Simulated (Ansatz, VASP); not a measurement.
# WC: VASP beside Ansatz

File INCAR:

```
  PREC = Accurate
  ENCUT = 520
  EDIFF = 1E-6
  ISMEAR = -1
  SIGMA = 0.05
  LREAL = False
  LASPH = True
  NELM = 80
  ALGO = Normal
  ISIF = 2
  LWAVE = False
  LCHARG = False
  GGA = PS
  NBANDS = 16
```

The input KPOINTS:

```
Automatic mesh
0
Gamma
  14 14 13
```

Contents of POSCAR:

```
WC
1.0
    2.9005014360      0.0145025072      0.0145025072
   -1.4376911784      2.5046566737      0.0053082861
    0.0141450000      0.0141450000      2.8290000000
W C
1 1
Direct
    0.0000000000      0.0000000000      0.0000000000
    0.6666666667      0.3333333333      0.5000000000
```

Input for Ansatz:

```yaml
crystal:
  lattice:
    - [2.900501436, 0.0145025072, 0.0145025072]
    - [-1.4376911784, 2.5046566737, 0.0053082861]
    - [0.014145, 0.014145, 2.829]
  atoms:
    - { symbol: W, position: [0.0, 0.0, 0.0] }
    - { symbol: C, position: [0.6666666667, 0.3333333333, 0.5] }
kpoints:
  mp_grid: { grid: [14, 14, 13] }
  band_path:
    path:
      - [0.0, 0.0, 0.0]
      - [0.0, -0.5, 0.0]
      - [0.0, 0.0, 0.5]
      - [0.0, 0.0, 0.0]
      - [-0.5, 0.0, 0.0]
      - [-0.5, 0.5, -0.5]
      - [0.0, 0.0, 0.0]
      - [-0.5, 0.0, -0.5]
      - [-0.5, 0.5, 0.0]
    npoints: 5
scf:
  occupations: { method: fermi_dirac, width: 0.05 }
hamiltonian:
  xc: pbesol
  pseudopotentials: { kind: all_electron, lapw: { basis_error: 0.0005 } }
output:
  forces: true
  stress: true
  eigenvalues: true
```

Change from the starting cell: equal xy, yz and zx shear strains of +1 %.

Alike in both runs: task single point; functional PBEsol; k mesh 14 × 14 × 13; occupations fermi-dirac, width 0.05 eV; no spin polarisation.

```csv
,VASP,Ansatz
version,VASP 6.6.1,Ansatz 0.2.0
potentials or method,"VASP PAW PBE potentials, release 64 (W_sv, C), cutoff 520 eV","all-electron LAPW, scalar-relativistic"
```

|  | VASP | Ansatz | Ansatz less VASP |
| --- | --- | --- | --- |
| pressure (GPa) | 0.7 | -0.6 | -1.22 |
| traceless stress, the component that is largest in VASP (GPa) | -3.19 | -3.16 | +0.026 |
| rms of the force components (eV/Å) | 0.031 | 0.030 | -0.0006 |

VASP's potentials were made for PBE, not for PBEsol. Atom by atom the forces differ by 0.001 eV/Å (rms over components). Ansatz ran all-electron here, and VASP with PAW potentials.

Neither program's run includes spin-orbit coupling.
